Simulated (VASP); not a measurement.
Set up this calculation in VASP 6.6.1, as the native input.

```yaml
Task: single point
Functional: LDA
Potentials_or_basis: VASP PAW LDA potentials, release 64 (Al, Ti_sv, H)
Cutoff: 520 eV
k_mesh: 6 × 6 × 1
Occupations: gaussian, width 0.1 eV
Spin: no spin polarisation
Dipole_correction: yes
Further_INCAR_settings: ALGO = Normal; EDIFF = 1e-06; NBANDS = 33
```

The structure of TiAl3H lies in POSCAR:

```
TiAl3H
1.0
    5.0133158832      0.0000000000      0.0000000000
    2.1650041019      4.5217356605      0.0000000000
    0.0000000000      0.0000000000     22.0677223531
Al Ti H
6 2 2
Direct
    0.5000000000      0.0000000000      0.1812602105
    0.0000000000      0.5000000000      0.1812602105
    0.0000000000      0.0000000000      0.2418017965
    0.0000000000      0.5000000000      0.3061179612
    0.5000000000      0.0000000000      0.3061179612
    0.5000000000      0.5000000000      0.3655892631
    0.5000000000      0.5000000000      0.2418017965
    0.0000000000      0.0000000000      0.3624433202
    0.0000000000     -0.1177863142      0.4584851210
    0.0000000000      0.1177863142      0.4584851210
```

These files were run (other wordings do the same):

INCAR

```
SYSTEM = TiAl3H
PREC = Accurate
ENCUT = 520
EDIFF = 1E-6
ISMEAR = 0
SIGMA = 0.1
LREAL = .False.
LASPH = .True.
NELM = 100
ALGO = Normal
ISIF = 2
LWAVE = .False.
LCHARG = .False.
LDIPOL = .True.
IDIPOL = 3
DIPOL = 0.5 0.5 0.310
GGA = CA
NBANDS = 33
```

KPOINTS

```
regular mesh
0
Gamma
  6 6 1
  0 0 0
```

Potentials or basis: VASP PAW LDA potentials, release 64 (Al, Ti_sv, H).

Command:

```bash
$ cat potpaw_LDA.64/Al/POTCAR potpaw_LDA.64/Ti_sv/POTCAR potpaw_LDA.64/H/POTCAR > POTCAR
$ mpirun -np 1 vasp_std > vasp.out
```

Results of the run:

```json
{"Largest force": "2.752 eV/Å", "Band gap on the k mesh": "zero (bands 22 and 23 overlap by 0.38 eV)"}
```

It took 7.1 min on 1 thread of AMD EPYC 9R45 96-Core Processor (Zen 5), on a shared host, peak memory 0.58 GiB.
